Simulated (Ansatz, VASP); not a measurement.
**MgB2: VASP beside Ansatz**

The input INCAR:

```
  ALGO = Normal
  EDIFF = 1E-8
  ENCUT = 520
  GGA = PE
  ISIF = 2
  ISMEAR = -1
  LASPH = True
  LCHARG = False
  LEFG = True
  LREAL = False
  LWAVE = False
  NBANDS = 11
  NELM = 100
  PREC = Accurate
  SIGMA = 0.05
```

KPOINTS

```
k-points
0
Gamma
  12 12 9
```

File POSCAR:

```
MgB2
1.0
    3.0850007055      0.0000000000      0.0000000000
   -1.5425003528      2.6716889817      0.0000000000
    0.0000000000      0.0000000000      3.4173100000
Mg B
1 2
Direct
    0.0000000000      0.0000000000      0.0000000000
    0.3333333333      0.6666666667      0.5000000000
    0.6666666667      0.3333333333      0.5000000000
```

Input for Ansatz:

```yaml
crystal:
  lattice:
    - [3.0850007055, 0.0, 0.0]
    - [-1.5425003528, 2.6716889817, 0.0]
    - [0.0, 0.0, 3.41731]
  atoms:
    - { symbol: Mg, position: [0.0, 0.0, 0.0] }
    - { symbol: B, position: [0.3333333333, 0.6666666667, 0.5] }
    - { symbol: B, position: [0.6666666667, 0.3333333333, 0.5] }
kpoints:
  mp_grid: { grid: [12, 12, 9] }
scf:
  occupations: { method: fermi_dirac, width: 0.05 }
hamiltonian:
  xc: pbe
  pseudopotentials: { kind: all_electron, datasets: crystal }
output:
  forces: true
  stress: true
  eigenvalues: true
  efg: { contact_densities: true }
```

Change from the starting cell: zz strain of -3 %, crystal datasets.

Alike in both runs: task electric field gradients; functional PBE; k mesh 12 × 12 × 9; occupations fermi-dirac, width 0.05 eV; no spin polarisation.

|  | VASP | Ansatz |
| --- | --- | --- |
| version | VASP 6.6.1 | Ansatz 0.2.0 |
| potentials or method | VASP PAW PBE potentials, release 64 (Mg, B), cutoff 520 eV | all-electron PAW with datasets made for the crystal, scalar-relativistic |

VASP gave:

| Quantity | Value |
| --- | --- |
| pressure (GPa) | 2.2 |
| traceless stress, the component that is largest in VASP (GPa) | 5.53 |
| size of Vzz on the site where it differs most (V/Å²) | 18.7 |

Task: What did Ansatz give for the same quantities?

Result: Pressure (GPa): 2.4; traceless stress, the component that is largest in VASP (GPa): 5.67; size of Vzz on the site where it differs most (V/Å²): 16.6.

Ansatz ran all-electron here, and VASP with PAW potentials.
